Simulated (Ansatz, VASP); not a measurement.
# Cs: VASP beside Ansatz

```
Cs
1.0
     9.20205    0.00000    0.00000
    -4.60103    7.96921    0.00000
     0.00000    0.00000    5.52662
Cs
3
Cartesian
  0.0000 0.0000 0.0000
  0.0000 5.3128 2.7633
  4.6010 2.6564 2.7633
```

Alike in both runs: task single point; functional revPBE; k mesh 5 × 5 × 7; occupations fermi-dirac, width 0.1 eV; no spin polarisation.

|  | VASP | Ansatz |
| --- | --- | --- |
| version | VASP 6.6.1 | Ansatz 0.2.0 |
| potentials or method | VASP PAW PBE potentials, release 64 (Cs_sv), cutoff 520 eV | plane waves (420 eV) with PAW, scalar-relativistic |
| valence electrons in the cell | 27 | 27 |

```tsv
	VASP	Ansatz	Ansatz less VASP
pressure (GPa)	-0.1	-0.1	+0.01
```

VASP's potentials were made for PBE, not for revPBE.

Neither program's run includes spin-orbit coupling.
